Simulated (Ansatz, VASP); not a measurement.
## Al: VASP beside Ansatz

```xyz
2
Lattice="3.0492 0.0000 0.0000 -1.5246 2.6407 0.0000 0.0000 0.0000 4.9351" Properties=species:S:1:pos:R:3 pbc="T T T"
Al    1.5246    0.8802    3.7013
Al    0.0000    1.7605    1.2338
```

Alike in both runs: task single point; functional PBEsol; k mesh 18 × 18 × 10; occupations gaussian, width 0.15 eV; no spin polarisation.

```csv
,VASP,Ansatz
version,VASP 6.6.1,Ansatz 0.2.0
potentials or method,"VASP PAW PBE potentials, release 64 (Al), cutoff 520 eV","scalar-relativistic, plane waves, PAW"
valence electrons in the cell,6,6
```

```tsv
	VASP	Ansatz	Ansatz less VASP
gap on the k mesh at the Fermi level (eV)	none	none	-
pressure (GPa)	-9.8	-9.9	-0.03
traceless stress, the component that is largest in VASP (GPa)	0.14	0.14	-0.002
```

VASP's potentials were made for PBE, not for PBEsol, and Ansatz warns of the same on its side. A gap of «none» marks a metal or a gap that the smearing closes. The functional is the same, so the differences come from potentials, cutoffs and numerics.
